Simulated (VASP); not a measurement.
# Hf2ZrGe3 (Cmmm) in VASP: further runs

The runs below take Hf2ZrGe3 through single point, with PBE.

All numbers are computed with VASP 6.6.1; they aren't measurements. Logs are shortened: lines on timing, memory, paths and dates and some standing lists are left out, and cuts for length are marked.

## Step 1: The cell of the first run

It takes space group Cmmm (No. 65, orthorhombic). Conventional cell: a = 4.901 Å, b = 9.229 Å, c = 5.319 Å, α = 90.00°, β = 90.00°, γ = 90.00°. Zr (site symmetry mmm) has 10 Ge at 2.91 to 3.62 Å and 4 Hf at 3.05 Å within 3.8 Å. Within 3.8 Å of Hf (site symmetry m2m) lie 9 Ge at 2.87 to 3.62 Å and 3 Hf at 2.94 to 2.99 Å and 2 Zr at 3.05 Å. Ge (site symmetry m2m) has 5 Ge at 2.74 to 3.40 Å and 3 Zr at 2.91 to 2.98 Å and 6 Hf at 3.01 to 3.62 Å within 3.7 Å. Within 3.8 Å of Ge (site symmetry mmm) lie 6 Hf at 2.87 to 3.12 Å and 4 Ge at 3.16 Å and 4 Zr at 3.62 Å.

The cell was built from a structure type or drawn by symmetry, and may not be a known phase.

## Step 2: Single point, PBE

INCAR

```
PREC = Accurate ; ENCUT = 500
EDIFF = 1E-6 ; ISMEAR = 0
SIGMA = 0.2 ; LREAL = False
LASPH = True ; NELM = 120
ALGO = Normal ; ISIF = 2
LWAVE = False ; LCHARG = True
GGA = PE ; LELF = True
LVHAR = True ; NBANDS = 46
GGA_COMPAT = False
```

KPOINTS

```
regular mesh
0
Gamma
  4 4 3
```

POSCAR

```
Hf2ZrGe3
1.0
    4.6143316065     -2.4504732462      0.0000000000
    4.6143316065      2.4504732462      0.0000000000
    0.0000000000      0.0000000000      5.3192047908
Zr Hf Ge
1 2 3
Direct
    0.5000000000      0.5000000000      0.5000000000
    0.6621680054      0.6621680054      0.0000000000
    0.3378319946      0.3378319946      0.0000000000
    0.8158384019      0.8158384019      0.5000000000
    0.1841615981      0.1841615981      0.5000000000
    0.0000000000      0.0000000000      0.0000000000
```

Potentials or basis: VASP PAW PBE potentials, release 64 (Zr_sv, Hf_pv, Ge_d).

Run with:

```sh
cat potpaw_PBE.64/Zr_sv/POTCAR potpaw_PBE.64/Hf_pv/POTCAR potpaw_PBE.64/Ge_d/POTCAR > POTCAR
mpirun -np 1 vasp_std > vasp.out
```

OUTCAR:

```text
PREC = Accurate
   ENCUT = 500
   EDIFF = 1E-6
   ISMEAR = 0
   LREAL = False
   LASPH = True
   NELM = 120
   ISIF = 2
   GGA = PE

 ion  position               nearest neighbor table
   1  0.500  0.500  0.500-   4 2.91   5 2.91   5 2.98   5 2.98   4 2.98   4 2.98   2 3.05   3 3.05
                             2 3.05   3 3.05
   2  0.662  0.662  0.000-   6 2.87   6 2.87   3 2.94   3 2.94   3 2.99   4 3.01   4 3.01   1 3.05
                             1 3.05   6 3.12
   3  0.338  0.338  0.000-   6 2.87   6 2.87   2 2.94   2 2.94   2 2.99   5 3.01   5 3.01   1 3.05
                             1 3.05   6 3.12
   4  0.816  0.816  0.500-   5 2.74   5 2.74   1 2.91   1 2.98   1 2.98   2 3.01   2 3.01
   5  0.184  0.184  0.500-   4 2.74   4 2.74   1 2.91   1 2.98   1 2.98   3 3.01   3 3.01
   6  0.000  0.000  0.000-   2 2.87   2 2.87   3 2.87   3 2.87   2 3.12   3 3.12

  LATTYP: Found a base centered orthorhombic cell.
 ALAT       =     4.9009464924
 B/A-ratio  =     1.8830369251
 C/A-ratio  =     1.0853423515

  Lattice vectors:

 A1 = (  -4.6143316065,  -2.4504732462,   0.0000000000)
 A2 = (   4.6143316065,  -2.4504732462,   0.0000000000)
 A3 = (   0.0000000000,   0.0000000000,   5.3192047908)

Analysis of symmetry for initial positions (statically):
=====================================================================
 Subroutine PRICEL returns:
 Original cell was already a primitive cell.

 Routine SETGRP: Setting up the symmetry group for a
 base centered orthorhombic supercell.

 Subroutine GETGRP returns: Found  8 space group operations
 (whereof  8 operations were pure point group operations)
 out of a pool of  8 trial point group operations.

The static configuration has the point symmetry D_2h.

Analysis of symmetry for dynamics (positions and initial velocities):
=====================================================================
 Subroutine PRICEL returns:
 Original cell was already a primitive cell.

 Routine SETGRP: Setting up the symmetry group for a
 base centered orthorhombic supercell.

 Subroutine GETGRP returns: Found  8 space group operations
 (whereof  8 operations were pure point group operations)
 out of a pool of  8 trial point group operations.

The dynamic configuration has the point symmetry D_2h.

 Subroutine INISYM returns: Found  8 space group operations
 (whereof  8 operations are pure point group operations),
 and found     1 'primitive' translations

----------------------------------------------------------------------------------------

                                     Primitive cell

  volume of cell :     120.2916

  direct lattice vectors                    reciprocal lattice vectors
     4.614331607 -2.450473246  0.000000000     0.108358055 -0.204042220  0.000000000
     4.614331607  2.450473246  0.000000000     0.108358055  0.204042220  0.000000000
     0.000000000  0.000000000  5.319204791     0.000000000  0.000000000  0.187998026

  length of vectors
     5.224641165  5.224641165  5.319204791     0.231029642  0.231029642  0.187998026

  position of ions in fractional coordinates (direct lattice)
     0.500000000  0.500000000  0.500000000
     0.662168005  0.662168005  0.000000000
     0.337831995  0.337831995  0.000000000
     0.815838402  0.815838402  0.500000000
     0.184161598  0.184161598  0.500000000
     0.000000000  0.000000000  0.000000000

  ion indices of the primitive-cell ions
   primitive index   ion index
                 1           1
                 2           2
                 3           3
                 4           4
                 5           5
                 6           6

----------------------------------------------------------------------------------------

 KPOINTS: regular mesh

Automatic generation of k-mesh.
 Grid dimensions read from file:
 generate k-points for:    4    4    3

 Generating k-lattice:

  Cartesian coordinates                     Fractional coordinates (reciprocal lattice)
     0.027089514 -0.051010555  0.000000000     0.250000000  0.000000000  0.000000000
     0.027089514  0.051010555  0.000000000     0.000000000  0.250000000  0.000000000
     0.000000000  0.000000000  0.062666009     0.000000000  0.000000000  0.333333333

  Length of vectors
     0.057757411  0.057757411  0.062666009

  Shift w.r.t. Gamma in fractional coordinates (k-lattice)
     0.000000000  0.000000000  0.000000000

 Subroutine IBZKPT returns following result:
 ===========================================

 Found     14 irreducible k-points:

 Following reciprocal coordinates:
            Coordinates               Weight
  0.000000  0.000000  0.000000      1.000000
  0.250000  0.000000  0.000000      4.000000
  0.500000  0.000000  0.000000      2.000000
  0.250000  0.250000  0.000000      2.000000
  0.500000  0.250000  0.000000      4.000000
 -0.250000  0.250000  0.000000      2.000000
  0.500000  0.500000  0.000000      1.000000
  0.000000  0.000000  0.333333      2.000000
  0.250000  0.000000  0.333333      8.000000
  0.500000  0.000000  0.333333      4.000000
  0.250000  0.250000  0.333333      4.000000
  0.500000  0.250000  0.333333      8.000000
 -0.250000  0.250000  0.333333      4.000000
  0.500000  0.500000  0.333333      2.000000
   k-points           NKPTS =     14   k-points in BZ     NKDIM =     14   number of bands    NBANDS=     46
   number of dos      NEDOS =    301   number of ions     NIONS =      6
   total plane-waves  NPLWV =  64000
   dimension x,y,z NGX =    40 NGY =   40 NGZ =   40
   dimension x,y,z NGXF=    80 NGYF=   80 NGZF=   80
   ions per type =               1   2   3
   NGX,Y,Z   is equivalent  to a cutoff of  12.73, 12.73, 12.50 a.u.
   NGXF,Y,Z  is equivalent  to a cutoff of  25.46, 25.46, 25.00 a.u.
 SYSTEM =  unknown system
   PREC   = accura    normal or accurate (medium, high low for compatibility)
   ISTART =      0    job   : 0-new  1-cont  2-samecut
   ICHARG =      2    charge: 1-file 2-atom 10-const
   ISPIN  =      1    spin polarized calculation?
   LNONCOLLINEAR =      F non collinear calculations
   LSORBIT =      F    spin-orbit coupling
   LASPH  =      T    aspherical Exc in radial PAW
   ENCUT  =  500.0 eV  36.75 Ry    6.06 a.u.   9.53  9.53  9.70*2*pi/ulx,y,z
   NELM   =    120;   NELMIN=  2; NELMDL= -5     # of ELM steps
   EDIFF  = 0.1E-05   stopping-criterion for ELM
   LREAL  =      F    real-space projection
   EDIFFG = 0.1E-04   stopping-criterion for IOM
   NSW    =      0    number of steps for IOM
   IBRION =     -1    ionic relax: 0-MD 1-quasi-New 2-CG
   NFREE  =      0    steps in history (QN), initial steepest desc. (CG)
   ISIF   =      2    stress and relaxation
   ISYM   =      2    0-nonsym 1-usesym 2-fastsym
   POTIM  = 0.5000    time-step for ionic-motion
   TEBEG  =    0.0;   TEEND  =   0.0 temperature during run
   PSTRESS=    0.0 pullay stress
   NELECT =      74.0000    total number of electrons
   NUPDOWN=      -1.0000    fix difference up-down
   EMIN   =  10.00;   EMAX   =-10.00  energy-range for DOS
   EFERMI =   0.00;   METHOD = LEGACY
   ISMEAR =     0;   SIGMA  =   0.20  broadening in eV -4-tet -1-fermi 0-gaus
   EFERMI_NEDOS =   21; number of points for ismear=-14 and -15
   IALGO  =     38    algorithm
   IMIX   =      4    mixing-type and parameters
     AMIX     =   0.40;   BMIX     =  1.00
     AMIX_MAG =   1.60;   BMIX_MAG =  1.00
  volume/ion in A,a.u.               =      20.05       135.29
  Fermi-wavevector in a.u.,A,eV,Ry     =   1.392324  2.631110 26.375786  1.938566
  Thomas-Fermi vector in A             =   2.516078
   LORBIT       =      0    0 simple, 1 ext, 2 COOP (PROOUT), +10 PAW based schemes
   GGA     = PE    functional components
   LHFCALC =     F    Hartree Fock is set to
   AEXX    =    0.0000 exact exchange contribution
   IVDW    =     0    specifies the selected vdW correction
   LEPSILON=     F    determine dielectric tensor
   LRPA    =     F    only Hartree local field effects (RPA)
 non-spin polarized calculation
 Gauss-broadening in eV      SIGMA  =   0.20
  energy-cutoff  :      500.00
  volume of cell :      120.29
 maximum number of plane-waves:      3075
 NGX is ok and might be reduce to    40
   NGX = 19   NGY = 19   NGZ = 19

 number of electron      73.9999984 magnetization

 Free energy of the ion-electron system (eV)
  ---------------------------------------------------
  ext. energy  EPLUGINS =         0.00000000
  ---------------------------------------------------
  free energy    TOTEN  =       -42.05512948 eV

  energy without entropy =      -41.97525721  energy(sigma->0) =      -42.01519335

 E-fermi :   6.8027     XC(G=0): -11.3922

 val. band max:        6.7953427387   @ k =   0.5000   0.0000   0.3333
 cond. band min:       6.8919529846   @ k =   0.0000   0.0000   0.3333
 fundamental gap:      0.0966102459
 Fermi energy:         6.8027382779

 k-point     1 :       0.0000    0.0000    0.0000
  band No.  band energies     occupation
      1     -41.9340      2.00000
      2     -24.1252      2.00000
      3     -24.1011      2.00000
      4     -23.9828      2.00000
      5     -23.8210      2.00000
      6     -23.5865      2.00000
[... 38 lines left out ...]
     45      10.1021      0.00000
     46      10.8705      0.00000

 k-point     2 :       0.2500    0.0000    0.0000
  band No.  band energies     occupation
      1     -41.9339      2.00000
      2     -24.1435      2.00000
      3     -24.0642      2.00000
      4     -23.9637      2.00000
      5     -23.8404      2.00000
      6     -23.6337      2.00000
[... 38 lines left out ...]
     45      10.0726      0.00000
     46      10.5513      0.00000

 k-point     3 :       0.5000    0.0000    0.0000
  band No.  band energies     occupation
      1     -41.9338      2.00000
      2     -24.1653      2.00000
      3     -24.0145      2.00000
      4     -23.9347      2.00000
      5     -23.8697      2.00000
      6     -23.6884      2.00000
[... 528 lines left out ...]
     45      10.3340      0.00000
     46      10.3573      0.00000

 k-point    14 :       0.5000    0.5000    0.3333
  band No.  band energies     occupation
      1     -41.9340      2.00000
      2     -24.1403      2.00000
      3     -23.9540      2.00000
      4     -23.9271      2.00000
      5     -23.8669      2.00000
      6     -23.7715      2.00000
[... 38 lines left out ...]
     45      10.0654      0.00000
     46      10.7485      0.00000

------------------------ aborting loop because EDIFF is reached ----------------------------------------

  FORCE on cell =-STRESS in cart. coord.  units (eV):
  Direction    XX          YY          ZZ          XY          YZ          ZX
  --------------------------------------------------------------------------------------
  -------------------------------------------------------------------------------------
  Total       -0.4132665     -0.1298952     -0.5487519      0.0000000      0.0000000      0.0000000
  in kB       -5.5043403     -1.7300881     -7.3088851      0.0000000      0.0000000      0.0000000
  external PRESSURE =      -4.8477712 kB  Pullay stress =       0.0000000 kB

 VOLUME and BASIS-vectors are now :
 -----------------------------------------------------------------------------
  energy-cutoff  :      500.00
  volume of cell :      120.29
      direct lattice vectors                 reciprocal lattice vectors
     4.614331607 -2.450473246  0.000000000     0.108358055 -0.204042220  0.000000000
     4.614331607  2.450473246  0.000000000     0.108358055  0.204042220  0.000000000
     0.000000000  0.000000000  5.319204791     0.000000000  0.000000000  0.187998026

 POSITION                                       TOTAL-FORCE (eV/Angst)
 -----------------------------------------------------------------------------------
      4.61433      0.00000      2.65960         0.000000      0.000000      0.000000
      6.11093      0.00000      0.00000         0.038391      0.000000      0.000000
      3.11774      0.00000      0.00000        -0.038391      0.000000      0.000000
      7.52910      0.00000      2.65960        -0.041758      0.000000      0.000000
      1.69957      0.00000      2.65960         0.041758      0.000000      0.000000
      0.00000      0.00000      0.00000         0.000000     -0.000000      0.000000
 -----------------------------------------------------------------------------------
    total drift:                                0.000000      0.000000      0.000000

  FREE ENERGIE OF THE ION-ELECTRON SYSTEM (eV)
  ---------------------------------------------------
  free  energy   TOTEN  =       -42.0551294841 eV

  energy  without entropy=      -41.9752572129  energy(sigma->0) =      -42.01519335
```

Run time: 1.7 min. Hardware: 1 thread of Intel Xeon Platinum 8488C (Sapphire Rapids), shared host; peak memory 0.27 GiB.

Results:

* Free energy: -42.0551 eV
* Pressure: -0.5 GPa
* Largest force: 0.042 eV/Å
* Band gap on the k mesh: zero (bands 37 and 38 overlap by 0.31 eV)

Forces in eV/Å, atoms in the order of the input:
```
Zr   0.000  0.000  0.000
Hf   0.038  0.000  0.000
Hf  -0.038  0.000  0.000
Ge  -0.042  0.000  0.000
Ge   0.042  0.000  0.000
Ge   0.000  0.000  0.000
```

Caveat: the k points lie up to 0.39 Å⁻¹ apart; spin-orbit coupling is left out, which moves the levels of the heavy elements.

[end of part 1 of 2]
